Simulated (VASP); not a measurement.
Set up this calculation in VASP 6.6.1, as the native input.

```yaml
Task: single point
Functional: PBEsol
Potentials_or_basis: VASP PAW PBE potentials, release 64 (Zn)
Cutoff: 520 eV
k_mesh: 18 × 18 × 6
Occupations: gaussian, width 0.1 eV
Spin: no spin polarisation
Dipole_correction: no
Further_INCAR_settings: ALGO = Normal; EDIFF = 1e-06; NBANDS = 25
```

The structure of Zn lies in POSCAR:

```
Zn
1.0
    2.0937705690     -1.3356642852      0.0464067618
    2.0937705690      1.3356642852      0.0464067618
   -1.3199631059      0.0000000000      7.3075558920
Zn
3
Direct
    0.0000000000      0.0000000000      0.0000000000
    0.2149635140      0.2149635140      0.6672040431
    0.7850364860      0.7850364860      0.3327959569
```

This cell differs from its parent crystal: strained.

These files were run (other wordings do the same):

INCAR

```
PREC = Accurate ; ENCUT = 520
EDIFF = 1E-6 ; ISMEAR = 0
SIGMA = 0.1 ; LREAL = False
LASPH = True ; NELM = 100
ALGO = Normal ; ISIF = 2
LWAVE = False ; LCHARG = False
GGA = PS ; NBANDS = 25
```

KPOINTS

```
Automatic mesh
0
Gamma
  18 18 6
```

Potentials or basis: VASP PAW PBE potentials, release 64 (Zn).

The run is started by

```sh
$ cat potpaw_PBE.64/Zn/POTCAR > POTCAR
$ mpirun -np 1 vasp_std > vasp.out
```

It gave:

| Property | Result |
| --- | --- |
| Pressure | 7.0 GPa |
| Largest force | 0.095 eV/Å |
| Band gap on the k mesh | zero (band 18 reaches 5.60 eV, above the bottom of band 19 at 0.37 eV) |

Caveat: the cell differs from its parent crystal (strained); the PAW data sets were made with another functional, which shifts forces and pressure a little.

It took 4.2 min on 1 thread of Intel(R) Xeon(R) Platinum 8488C (Sapphire Rapids), with other jobs on the host, peak memory 0.47 GiB.
